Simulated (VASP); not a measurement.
Input of a VASP 6.6.1 run:

File INCAR:

```
  PREC = Accurate
  ENCUT = 520
  EDIFF = 1E-7
  ISMEAR = 0
  SIGMA = 0.1
  LREAL = False
  LASPH = True
  NELM = 100
  ALGO = Normal
  ISIF = 2
  LWAVE = False
  LCHARG = False
  GGA = PE
  NBANDS = 28
```

The input KPOINTS:

```
regular mesh
0
Gamma
  6 6 4
```

File POSCAR:

```
SnO
1.0
    3.4110469846      0.0000000030      0.0000000000
   -1.7055234949      2.9540533406      0.0000000000
    0.0000000000      0.0000000000      6.4019607317
Sn O
2 2
Direct
    0.3333333333      0.6666666667      0.2500000000
    0.6666666667      0.3333333333      0.7500000000
    0.0000000000      0.0000000000      0.0000000000
    0.0000000000      0.0000000000      0.5000000000
```

Potentials or basis: VASP PAW PBE potentials, release 64 (Sn_d, O).

The run is started by

```bash
$ cat potpaw_PBE.64/Sn_d/POTCAR potpaw_PBE.64/O/POTCAR > POTCAR
$ mpirun -np 1 vasp_std > vasp.out
```

Problem. Predict the pressure.

Solution. 0.0 GPa.

Problem. Estimate the band gap on the k mesh.

Solution. Zero (band 20 reaches 8.04 eV, above the bottom of band 21 at 7.88 eV).

Caveat: spin-orbit coupling is left out, which moves the levels of the heavy elements.
